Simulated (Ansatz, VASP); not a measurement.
**InSe: VASP beside Ansatz**

```
In Se
1.0
     2.00000    1.15470    8.39984
    -2.00000    1.15470    8.39984
     0.00000   -2.30940    8.39984
In Se
2 2
Direct
  0.00000 0.00000 0.00000
  0.11220 0.11220 0.11220
  0.61550 0.61550 0.61550
  0.83000 0.83000 0.83000
```

Change from the starting cell: zz strain of +1 %, crystal datasets.

Alike in both runs: task electric field gradients; functional PBEsol; k mesh 7 × 7 × 7; occupations fermi-dirac, width 0.01 eV; no spin polarisation.

|  | VASP | Ansatz |
| --- | --- | --- |
| version | VASP 6.6.1 | Ansatz 0.2.0 |
| potentials or method | VASP PAW PBE potentials, release 64 (In_d, Se), cutoff 520 eV | all-electron PAW with datasets made for the crystal, scalar-relativistic |

Ansatz gave:

```
gap on the k mesh at the Fermi level (eV)                     : 0.68
pressure (GPa)                                                : -0.2
traceless stress, the component that is largest in VASP (GPa) : -0.77
rms of the force components (eV/Å)                            : 0.084
size of Vzz on the site where it differs most (V/Å²)          : 58.4
```

Which values does VASP return?

gap on the k mesh at the Fermi level (eV): 0.67; pressure (GPa): -0.2; traceless stress, the component that is largest in VASP (GPa): -0.78; rms of the force components (eV/Å): 0.089; size of Vzz on the site where it differs most (V/Å²): 55.5.

VASP's potentials were made for PBE, not for PBEsol. Atom by atom the forces differ by 0.010 eV/Å (rms over components). Ansatz ran all-electron here, and VASP with PAW potentials.
